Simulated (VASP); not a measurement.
# Zr (P-1) in VASP: electric field gradients with PBEsol

Aim: the electric field gradients of Zr with PBEsol.

All numbers are computed with VASP 6.6.1; they aren't measurements. Logs are shortened: lines on timing, memory, paths and dates and some standing lists are left out, and cuts for length are marked.

## 1. The cell of the first run

The typed cell holds 2 atoms: a = 3.233 Å, b = 3.274 Å, c = 5.148 Å, α = 90.62°, β = 91.71°, γ = 121.27°.

## 2. Electric field gradients, PBEsol (equal xy, yz and zx shear strains of -3 %)

The input, INCAR:

```
SYSTEM = Zr
ALGO = Normal
EDIFF = 1E-8
ENCUT = 520
GGA = PS
ISIF = 2
ISMEAR = -1
LASPH = .True.
LCHARG = .False.
LEFG = .True.
LREAL = .False.
LWAVE = .False.
NBANDS = 19
NELM = 60
PREC = Accurate
SIGMA = 0.08
```

The input, KPOINTS:

```
k-points
0
Gamma
  13 13 7
  0 0 0
```

The input, POSCAR:

```
Zr
1.0
    3.2319982225     -0.0484799733     -0.0484799733
   -1.6579839997      2.8232325523     -0.0177449018
   -0.0772050000     -0.0772050000      5.1470000000
Zr
2
Direct
    0.3333333333      0.6666666667      0.2500000000
    0.6666666667      0.3333333333      0.7500000000
```

Potentials or basis: VASP PAW PBE potentials, release 64 (Zr_sv).

Run with:

```console
$ cat potpaw_PBE.64/Zr_sv/POTCAR > POTCAR
$ mpirun -np 1 vasp_std > vasp.out
```

OUTCAR:

```text
SYSTEM = Zr
   EDIFF = 1E-8
   ENCUT = 520
   GGA = PS
   ISIF = 2
   ISMEAR = -1
   LASPH = .True.
   LREAL = .False.
   NELM = 60
   PREC = Accurate

 ion  position               nearest neighbor table
   1  0.333  0.667  0.250-   2 3.10   2 3.13   2 3.18   2 3.21   2 3.22   2 3.23
   2  0.667  0.333  0.750-   1 3.10   1 3.13   1 3.18   1 3.21   1 3.22   1 3.23

  LATTYP: Found a triclinic cell.
 ALAT       =     3.2741209307
 B/A-ratio  =     2.3573402324
 C/A-ratio  =     0.9873567314
 COS(alpha) =     0.0017393994
 COS(beta)  =     0.5191268021
 COS(gamma) =     0.6381551495

  Lattice vectors:

 A1 = (  -1.6579839997,   2.8232325523,  -0.0177449018)
 A2 = (  -0.0067647769,   5.6751901313,  -5.2309697769)
 A3 = (  -3.2319982225,   0.0484799733,   0.0484799733)

Analysis of symmetry for initial positions (statically):
=====================================================================
 Subroutine PRICEL returns:
 Original cell was already a primitive cell.

 Routine SETGRP: Setting up the symmetry group for a
 triclinic supercell.

 Subroutine GETGRP returns: Found  2 space group operations
 (whereof  2 operations were pure point group operations)
 out of a pool of  2 trial point group operations.

The static configuration has the point symmetry S_2 .

Analysis of symmetry for dynamics (positions and initial velocities):
=====================================================================
 Subroutine PRICEL returns:
 Original cell was already a primitive cell.

 Routine SETGRP: Setting up the symmetry group for a
 triclinic supercell.

 Subroutine GETGRP returns: Found  2 space group operations
 (whereof  2 operations were pure point group operations)
 out of a pool of  2 trial point group operations.

The dynamic configuration has the point symmetry S_2 .

 Subroutine INISYM returns: Found  2 space group operations
 (whereof  2 operations are pure point group operations),
 and found     1 'primitive' translations

----------------------------------------------------------------------------------------

                                     Primitive cell

  volume of cell :      46.5298

  direct lattice vectors                    reciprocal lattice vectors
     3.231998223 -0.048479973 -0.048479973     0.312269112  0.183431271  0.007435506
    -1.657984000  2.823232552 -0.017744902     0.005443168  0.357434698  0.005443168
    -0.077205000 -0.077205000  5.147000000     0.002960052  0.002960052  0.194376736

  length of vectors
     3.232725340  3.274120931  5.148157945     0.362235167  0.357517579  0.194421808

  position of ions in fractional coordinates (direct lattice)
     0.333333333  0.666666667  0.250000000
     0.666666667  0.333333333  0.750000000

  ion indices of the primitive-cell ions
   primitive index   ion index
                 1           1
                 2           2

----------------------------------------------------------------------------------------

 KPOINTS: k-points

Automatic generation of k-mesh.
 Grid dimensions read from file:
 generate k-points for:   13   13    7

 Generating k-lattice:

  Cartesian coordinates                     Fractional coordinates (reciprocal lattice)
     0.024020701  0.014110098  0.000571962     0.076923077  0.000000000  0.000000000
     0.000418705  0.027494977  0.000418705     0.000000000  0.076923077  0.000000000
     0.000422865  0.000422865  0.027768105     0.000000000 -0.000000000  0.142857143

  Length of vectors
     0.027864244  0.027501352  0.027774544

  Shift w.r.t. Gamma in fractional coordinates (k-lattice)
     0.000000000  0.000000000  0.000000000

 Subroutine IBZKPT returns following result:
 ===========================================

 Found    592 irreducible k-points:

 Following reciprocal coordinates:
            Coordinates               Weight
  0.000000  0.000000  0.000000      1.000000
  0.076923 -0.000000 -0.000000      2.000000
  0.153846 -0.000000 -0.000000      2.000000
  0.230769  0.000000  0.000000      2.000000
  0.307692 -0.000000 -0.000000      2.000000
  0.384615  0.000000 -0.000000      2.000000
[... 16 lines left out ...]
  0.153846  0.153846  0.000000      2.000000
  0.230769  0.153846  0.000000      2.000000
 [... further k-points ...]
   k-points           NKPTS =    592   k-points in BZ     NKDIM =    592   number of bands    NBANDS=     19
   number of dos      NEDOS =    301   number of ions     NIONS =      2
   total plane-waves  NPLWV =  23040
   dimension x,y,z NGX =    24 NGY =   24 NGZ =   40
   dimension x,y,z NGXF=    48 NGYF=   48 NGZF=   80
   ions per type =               2
   NGX,Y,Z   is equivalent  to a cutoff of  12.34, 12.19, 12.92 a.u.
   NGXF,Y,Z  is equivalent  to a cutoff of  24.68, 24.37, 25.83 a.u.
 SYSTEM =  Zr
   PREC   = accura    normal or accurate (medium, high low for compatibility)
   ISTART =      0    job   : 0-new  1-cont  2-samecut
   ICHARG =      2    charge: 1-file 2-atom 10-const
   ISPIN  =      1    spin polarized calculation?
   LNONCOLLINEAR =      F non collinear calculations
   LSORBIT =      F    spin-orbit coupling
   LASPH  =      T    aspherical Exc in radial PAW
   ENCUT  =  520.0 eV  38.22 Ry    6.18 a.u.   6.01  6.09  9.57*2*pi/ulx,y,z
   NELM   =     60;   NELMIN=  2; NELMDL= -5     # of ELM steps
   EDIFF  = 0.1E-07   stopping-criterion for ELM
   LREAL  =      F    real-space projection
   EDIFFG = 0.1E-06   stopping-criterion for IOM
   NSW    =      0    number of steps for IOM
   IBRION =     -1    ionic relax: 0-MD 1-quasi-New 2-CG
   NFREE  =      0    steps in history (QN), initial steepest desc. (CG)
   ISIF   =      2    stress and relaxation
   ISYM   =      2    0-nonsym 1-usesym 2-fastsym
   POTIM  = 0.5000    time-step for ionic-motion
   TEBEG  =    0.0;   TEEND  =   0.0 temperature during run
   PSTRESS=    0.0 pullay stress
   NELECT =      24.0000    total number of electrons
   NUPDOWN=      -1.0000    fix difference up-down
   EMIN   =  10.00;   EMAX   =-10.00  energy-range for DOS
   EFERMI =   0.00;   METHOD = LEGACY
   ISMEAR =    -1;   SIGMA  =   0.08  broadening in eV -4-tet -1-fermi 0-gaus
   EFERMI_NEDOS =   21; number of points for ismear=-14 and -15
   IALGO  =     38    algorithm
   IMIX   =      4    mixing-type and parameters
     AMIX     =   0.40;   BMIX     =  1.00
     AMIX_MAG =   1.60;   BMIX_MAG =  1.00
  volume/ion in A,a.u.               =      23.26       157.00
  Fermi-wavevector in a.u.,A,eV,Ry     =   1.312910  2.481040 23.452807  1.723733
  Thomas-Fermi vector in A             =   2.443270
   LORBIT       =      0    0 simple, 1 ext, 2 COOP (PROOUT), +10 PAW based schemes
   GGA     = PS    functional components
   LHFCALC =     F    Hartree Fock is set to
   AEXX    =    0.0000 exact exchange contribution
   IVDW    =     0    specifies the selected vdW correction
   LEPSILON=     F    determine dielectric tensor
   LRPA    =     F    only Hartree local field effects (RPA)
 non-spin polarized calculation
  energy-cutoff  :      520.00
  volume of cell :       46.53
 maximum number of plane-waves:      1270
   NGX = 13   NGY = 13   NGZ = 19

 number of electron      24.0000000 magnetization

 Free energy of the ion-electron system (eV)
  ---------------------------------------------------
  ext. energy  EPLUGINS =         0.00000000
  ---------------------------------------------------
  free energy    TOTEN  =       -18.15496658 eV

  energy without entropy =      -18.10956755  energy(sigma->0) =      -18.13226706

 E-fermi :   8.8449     XC(G=0): -11.2043

 val. band max:        8.8440909911   @ k =  -0.1538   0.0769   0.1429
 cond. band min:       8.8456331355   @ k =  -0.4615  -0.1538   0.2857
 fundamental gap:      0.0015421444
 Fermi energy:         8.8449364045

 k-point     1 :       0.0000    0.0000    0.0000
  band No.  band energies     occupation
      1     -39.8594      2.00000
      2     -39.7009      2.00000
      3     -18.4186      2.00000
      4     -17.5539      2.00000
      5     -17.5145      2.00000
      6     -17.4113      2.00000
[... 11 lines left out ...]
     18      11.1231      0.00000
     19      13.2364      0.00000

 k-point     2 :       0.0769   -0.0000   -0.0000
  band No.  band energies     occupation
      1     -39.8521      2.00000
      2     -39.6978      2.00000
      3     -18.3994      2.00000
      4     -17.5722      2.00000
      5     -17.5536      2.00000
      6     -17.4311      2.00000
[... 476 lines left out ...]
 k-point    24 :       0.2308    0.1538    0.0000
  band No.  band energies     occupation
      1     -39.7543      2.00000
      2     -39.6672      2.00000
      3     -18.1141      2.00000
      4     -18.0156      2.00000
      5     -17.9622      2.00000
      6     -17.7057      2.00000
[... 11 lines left out ...]
     18      13.3531      0.00000
     19      13.8298      0.00000

 [... further k-points ...]
[... 5 lines left out ...]
  --------------------------------------------------------------------------------------
  -------------------------------------------------------------------------------------
  Total       -0.9951139     -0.9807507     -0.8221392      0.4089490      0.2281751      0.2321257
  in kB      -34.2651416    -33.7705675    -28.3090355     14.0814980      7.8568409      7.9928736
  external PRESSURE =     -32.1149149 kB  Pullay stress =       0.0000000 kB

 VOLUME and BASIS-vectors are now :
 -----------------------------------------------------------------------------
  energy-cutoff  :      520.00
  volume of cell :       46.53
      direct lattice vectors                 reciprocal lattice vectors
     3.231998223 -0.048479973 -0.048479973     0.312269112  0.183431271  0.007435506
    -1.657984000  2.823232552 -0.017744902     0.005443168  0.357434698  0.005443168
    -0.077205000 -0.077205000  5.147000000     0.002960052  0.002960052  0.194376736

 POSITION                                       TOTAL-FORCE (eV/Angst)
 -----------------------------------------------------------------------------------
     -0.04729      1.84669      1.25876         0.061261      0.003763      0.013601
      1.54410      0.85085      3.82202        -0.061261     -0.003763     -0.013601
 -----------------------------------------------------------------------------------
    total drift:                               -0.000000      0.000000     -0.000000

  FREE ENERGIE OF THE ION-ELECTRON SYSTEM (eV)
  ---------------------------------------------------
  free  energy   TOTEN  =       -18.1549665791 eV

  energy  without entropy=      -18.1095675459  energy(sigma->0) =      -18.13226706

 Electric field gradients (V/A^2)
---------------------------------------------------------------------
 ion       V_xx      V_yy      V_zz      V_xy      V_xz      V_yz
---------------------------------------------------------------------
   1     -21.316   -20.787    42.103     3.976     7.365     7.409
   2     -21.316   -20.787    42.103     3.976     7.365     7.409
---------------------------------------------------------------------

 Electric field gradients after diagonalization (V/A^2)
 (convention: |V_zz| > |V_xx| > |V_yy|)
----------------------------------------------------------------------
 ion       V_xx      V_yy      V_zz     asymmetry (V_yy - V_xx)/ V_zz
----------------------------------------------------------------------
   1     -25.038   -18.855    43.893       0.141
   2     -25.038   -18.855    43.893       0.141
----------------------------------------------------------------------

           NMR quadrupolar parameters

 Cq : quadrupolar parameter    Cq=e*Q*V_zz/h
 eta: asymmetry parameters     (V_yy - V_xx)/ V_zz
 Q  : nuclear electric quadrupole moment in mb (millibarn)
----------------------------------------------------------------------
 ion       Cq(MHz)       eta       Q (mb)
----------------------------------------------------------------------
   1       0.106       0.141       1.000
   2       0.106       0.141       1.000
----------------------------------------------------------------------
```

Wall time 9.1 min (1 thread of Intel Xeon 8259CL, shared host); peak memory 0.5 GiB.

What came out:

```yaml
Free_energy: -18.1550 eV
Pressure: -3.2 GPa
Largest_force: 0.063 eV/Å
Band_gap_on_the_k_mesh: zero (bands 12 and 13 overlap by 1.25 eV)
Largest_electric_field_gradient_by_atom: Zr +43.9 V/Å²
```

Forces in eV/Å, atoms in the order of the input:
```
Zr   0.061  0.004  0.014
Zr  -0.061 -0.004 -0.014
```

Stress tensor (GPa, compression positive):
```
-3.43  1.41  0.80
 1.41 -3.38  0.79
 0.80  0.79 -2.83
```

Electric field gradients, principal values (V/Å²):
| atom | least | middle | greatest (by size) |
| --- | --- | --- | --- |
| 1 Zr | -18.855 | -25.038 | 43.893 |
| 2 Zr | -18.855 | -25.038 | 43.893 |

Caveat: the cell differs from its parent crystal (equal xy, yz and zx shear strains of -3 %); the cell stands under tension; without QUAD_EFG the Cq values of the log hold for a quadrupole moment of 1 mb, not for the nuclei; the PAW data sets were made with another functional, which shifts forces and pressure a little.
